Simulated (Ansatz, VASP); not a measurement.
Two plane-wave programs on GaCuSe2

```xyz
8
Lattice="-2.8591 2.8591 5.6581 2.8591 -2.8591 5.6581 2.8591 2.8591 -5.6581" Properties=species:S:1:pos:R:3 pbc="T T T"
Cu    0.0000    0.0000    0.0000
Cu    0.0000    2.8591    2.8291
Se    1.4087    1.4296    1.4145
Se    1.4296   -1.4504    4.2436
Se    1.4504    1.4296    7.0726
Se   -1.4296    1.4504    4.2436
Ga    0.0000    0.0000    5.6581
Ga    2.8591    0.0000    2.8291
```

Alike in both runs: task single point; functional r2SCAN; k mesh 6 × 6 × 6; no spin polarisation.

```csv
,VASP,Ansatz
version,VASP 6.6.1,Ansatz 0.2.0
potentials or method,"VASP PAW PBE potentials, release 64 (Cu, Se, Ga_d)","plane waves, PAW"
plane-wave cutoff (eV),520,500
occupations,"gaussian, width 0.01 eV",fixed
valence electrons in the cell,72,128
```

```csv
,VASP,Ansatz,Ansatz less VASP
gap on the k mesh at the Fermi level (eV),0.29,0.29,+0.001
pressure (GPa),-3.5,-3.6,-0.07
rms of the force components (eV/Å),0.034,0.032,-0.0013
```

VASP's potentials were made for PBE, not for r2SCAN. VASP's potentials hold 72 valence electrons a cell and Ansatz's 128, so a difference there can come from the potentials and not from the codes.
